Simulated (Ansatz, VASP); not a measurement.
## Sn2Sb: VASP beside Ansatz

```xyz
3
Lattice="2.1168 1.2221 5.8737 -2.1168 1.2221 5.8737 0.0000 -2.4443 5.8737" Properties=species:S:1:pos:R:3 pbc="T T T"
Sn    0.0000    0.0000    3.9833
Sn    0.0000    0.0000    7.7795
Sb    0.0000    0.0000   17.6061
```

Alike in both runs: functional PBE; k mesh 12 × 12 × 12; occupations gaussian, width 0.1 eV; no spin polarisation.

Ansatz relaxed the structure, and its values are those at the end. VASP's run is a single point on that final structure, the one shown.

```csv
,VASP,Ansatz
version,VASP 6.6.1,Ansatz 0.2.0
potentials or method,"VASP PAW PBE potentials, release 64 (Sn_d, Sb), cutoff 520 eV","scalar-relativistic, plane waves, PAW"
valence electrons in the cell,33,43
```

|  | VASP | Ansatz | Ansatz less VASP |
| --- | --- | --- | --- |
| gap on the k mesh at the Fermi level (eV) | none | none | - |
| pressure (GPa) | 0.0 | 0.0 | +0.03 |
| rms of the force components (eV/Å) | 0.004 | 0.002 | -0.0016 |

A gap of «none» marks a metal or a gap that the smearing closes. VASP's potentials hold 33 valence electrons a cell and Ansatz's 43, so a difference there can come from the potentials and not from the codes.

Spin-orbit coupling is off throughout.
